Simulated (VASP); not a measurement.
# Pr: single point with PBEsol

Pr:

```xyz
2
Lattice="3.6690 0.0000 0.0000 -1.8345 3.1774 0.0000 0.0000 0.0000 5.9200" Properties=species:S:1:pos:R:3 pbc="T T T"
Pr    1.8345    1.0591    4.4400
Pr    0.0000    2.1183    1.4800
```

```json
{
  "Program": "VASP 6.6.1",
  "Task": "single point",
  "Functional": "PBEsol",
  "Potentials or basis": "VASP PAW PBE potentials, release 64 (Pr)",
  "Cutoff": "520 eV",
  "k mesh": "8 × 8 × 5",
  "Occupations": "fermi-dirac, width 0.05 eV",
  "Spin": "collinear spin, antiferromagnetic start",
  "Starting moments": "[2.0, -2.0] μB",
  "Dipole correction": "no",
  "Further INCAR settings": "ALGO = Normal; EDIFF = 1e-07; NBANDS = 24"
}
```

```yaml
Pressure: -3.7 GPa
Band_gap_on_the_k_mesh: zero (filled and empty bands overlap)
Net_moment: 0.00 μB per cell
Site_moments: Pr +2.09, -2.09 μB
Valence_electrons_inside_the_program's_atomic_spheres: Pr 9.97
```

Stress tensor (GPa, compression positive):
```
-4.11  0.00  0.00
 0.00 -4.11  0.00
 0.00  0.00 -2.75
```

Levels at points of the mesh, in eV from the Fermi level:
Spin up:
| k point | band 11 | band 12 | band 13 | band 14 | band 15 | band 16 |
| --- | --- | --- | --- | --- | --- | --- |
| (0.00, 0.00, 0.00) | -0.37 | -0.28 | -0.01 | -0.01 | 0.44 | 0.44 |
| (0.50, 0.00, 0.00) | -1.02 | -0.18 | -0.02 | 0.04 | 0.16 | 0.28 |
Spin down:
| k point | band 11 | band 12 | band 13 | band 14 | band 15 | band 16 |
| --- | --- | --- | --- | --- | --- | --- |
| (0.00, 0.00, 0.00) | -0.37 | -0.28 | -0.01 | -0.01 | 0.44 | 0.44 |
| (0.50, 0.00, 0.00) | -1.02 | -0.18 | -0.02 | 0.04 | 0.16 | 0.28 |

Run time: 2.7 min on 1 thread of Intel(R) Xeon(R) Platinum 8488C (Sapphire Rapids), with other jobs on the host, peak memory 0.26 GiB.

Caveat: the magnetic or orbital state may not be the lowest; the cell stands under tension; the antiferromagnetic order is the one typed at the start, and another may lie lower; the PAW data sets were made with another functional, which shifts forces and pressure a little; spin-orbit coupling is left out, which moves the levels of the heavy elements; semilocal functionals describe open f shells poorly, which spoils levels, moments and volumes. The state reached can hang on the start; a lower one may exist.
